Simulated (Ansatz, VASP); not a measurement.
## One calculation of Sc, two programs

The input INCAR:

```
PREC = Accurate
ENCUT = 520
EDIFF = 1E-6
ISMEAR = -1
SIGMA = 0.05
LREAL = F
LASPH = T
NELM = 150
ALGO = Normal
ISIF = 2
LWAVE = F
LCHARG = T
ISPIN = 2
MAGMOM = 1
LORBIT = 11
LMAXMIX = 4
GGA = PE
LELF = T
LVHAR = T
NBANDS = 16
```

Contents of KPOINTS:

```
regular mesh
0
Gamma
  19 19 19
```

POSCAR

```
Sc
1.0
    0.0000000000      2.3707099037      2.3707099037
    2.3707099037      0.0000000000      2.3707099037
    2.3707099037      2.3707099037      0.0000000000
Sc
1
Direct
    0.0000000000      0.0000000000      0.0000000000
```

Input for Ansatz:

```yaml
crystal:
  lattice:
    - [0.0, 2.3707099037, 2.3707099037]
    - [2.3707099037, 0.0, 2.3707099037]
    - [2.3707099037, 2.3707099037, 0.0]
  atoms:
    - { symbol: Sc, position: [0.0, 0.0, 0.0], spin: 1.0 }
hamiltonian:
  xc: pbe
  pseudopotentials:
    kind: paw
    azcp:
      Sc: "pseudopotentials/Sc.paw.azcp"
basis:
  ecutwfc: 420
  fft_grid_basis: typed
kpoints:
  mp_grid: { grid: [19, 19, 19], shift: [0, 0, 0] }
magnetization:
  spin_polarized: true
scf:
  occupations: { method: fermi_dirac, width: 0.05 }
output:
  stress: true
```

Alike in both runs: task single point; functional PBE; k mesh 19 × 19 × 19; occupations fermi-dirac, width 0.05 eV; collinear spin.

```csv
,VASP,Ansatz
version,VASP 6.6.1,Ansatz 0.2.0
potentials or method,"VASP PAW PBE potentials, release 64 (Sc_sv), cutoff 520 eV","plane waves (420 eV) with PAW, scalar-relativistic"
valence electrons in the cell,11,11
```

```csv
,VASP,Ansatz,Ansatz less VASP
pressure (GPa),-3.5,-3.5,-0.02
net moment per atom (μB),0.00,0.00,-0.001
```

Ansatz's warnings: seeded moment not kept.
